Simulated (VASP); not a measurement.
Runs of VASP 6.6.1 on Sc. The structure is that of space group Fm-3m (No. 225), or close to it. The cells are those of the table. 

```csv
task,cell,gap on the mesh (eV),pressure (GPa)
electric field gradients,"a = 3.224 Å, angles 60.0°, 1 atom",none,-2.9
electric field gradients,"a = 3.307 Å, angles 59.3°, 1 atom",none,-5.5
electric field gradients,"a = 3.355 Å, angles 60.0°, 1 atom",none,(a)
single point,"a = 3.224 Å, angles 60.0°, 1 atom",none,-2.9
single point,"a = 3.307 Å, angles 59.3°, 1 atom",none,-5.5
single point,"a = 3.266 Å, angles 61.0°, 1 atom",none,-5.5
single point,"a = 3.269 Å, angles 60.0°, 1 atom",none,-4.7
```

Alike in all rows: level LDA; potentials or basis VASP PAW LDA potentials, release 64 (Sc_sv); no spin polarisation; k mesh 13 × 13 × 13; cutoff (eV) 520; smearing fermi-dirac 0.08 eV.

Question: Fill in the values left out.

Answer: (a) -7.6.

A gap of «none» marks levels without a gap at the run's occupations.
